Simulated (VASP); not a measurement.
Set up this calculation in VASP 6.6.1, as the native input.

```yaml
Task: single point
Functional: PBE
Potentials_or_basis: VASP PAW PBE potentials, release 64 (La, Sn_d, O)
Cutoff: 520 eV
k_mesh: 4 × 4 × 4
Occupations: gaussian, width 0.15 eV
Spin: no spin polarisation
Dipole_correction: no
Further_INCAR_settings: ALGO = Normal; EDIFF = 1e-06; NBANDS = 39
```

The structure of La2SnO4 lies in POSCAR:

```
La2SnO4
1.0
   -2.1423720214      2.1423720214      6.3688575625
    2.1423720214     -2.1423720214      6.3688575625
    2.1423720214      2.1423720214     -6.3688575625
La Sn O
2 1 4
Direct
    0.3409728076      0.3409728076      0.0000000000
    0.6590271924      0.6590271924      0.0000000000
    0.0000000000      0.0000000000      0.0000000000
    0.5000000000      0.0000000000      0.5000000000
    0.0000000000      0.5000000000      0.5000000000
    0.7500000000      0.2500000000      0.5000000000
    0.2500000000      0.7500000000      0.5000000000
```

The cell was generated, and may not be a known phase.

These files were run (other wordings do the same):

INCAR

```
ALGO = Normal
EDIFF = 1E-6
ENCUT = 520
GGA = PE
ISIF = 2
ISMEAR = 0
LASPH = T
LCHARG = F
LREAL = F
LWAVE = F
NBANDS = 39
NELM = 80
PREC = Accurate
SIGMA = 0.15
```

KPOINTS

```
k-points
0
Gamma
  4 4 4
```

Potentials or basis: VASP PAW PBE potentials, release 64 (La, Sn_d, O).

The run is started by

```sh
$ cat potpaw_PBE.64/La/POTCAR potpaw_PBE.64/Sn_d/POTCAR potpaw_PBE.64/O/POTCAR > POTCAR
$ mpirun -np 1 vasp_std > vasp.out
```

Results of the run:

The pressure is -0.3 GPa and the largest force is 0.016 eV/Å. The band gap on the k mesh is 0.09 eV (least direct gap 0.40 eV).

Caveat: semilocal functionals underestimate gaps, and a narrow one can read as zero; spin-orbit coupling is left out, which moves the levels of the heavy elements.

Wall time 2 min on 1 thread of Intel(R) Xeon(R) 6975P-C (Granite Rapids), on a shared host, peak memory 0.42 GiB.
